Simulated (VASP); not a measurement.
P, 4 atoms in the cell. Symmetry: P6_3/mmc, No. 194, hexagonal system. Conventional cell: a = 2.497 Å, b = 2.497 Å, c = 9.181 Å, α = 90.00°, β = 90.00°, γ = 120.00°. P (site symmetry -3m) has 12 P at 2.50 to 2.71 Å within 3.3 Å. Within 3.3 Å of P (site symmetry -6m2) lie 12 P at 2.50 to 2.71 Å.  This cell differs from its parent crystal: volume scaled by 0.88.

- Program: VASP 6.6.1
- Task: single point
- Functional: PBEsol
- Potentials or basis: VASP PAW PBE potentials, release 64 (P)
- Cutoff: 520 eV
- k mesh: 16 × 16 × 4
- Occupations: fermi-dirac, width 0.1 eV
- Spin: no spin polarisation
- Dipole correction: no
- Further INCAR settings: ALGO = Normal; EDIFF = 1e-06; NBANDS = 18

Potentials or basis: VASP PAW PBE potentials, release 64 (P).

Command:

```sh
$ cat potpaw_PBE.64/P/POTCAR > POTCAR
$ mpirun -np 1 vasp_std > vasp.out
```

Hardware: 1 thread of Intel(R) Xeon(R) Platinum 8488C (Sapphire Rapids) (shared host).

Q: Estimate the wall time of this run.

A: Wall time 47 s on 1 thread of Intel(R) Xeon(R) Platinum 8488C (Sapphire Rapids), with other jobs on the host, peak memory 0.19 GiB. Counts: scf iterations 11, k points 90.
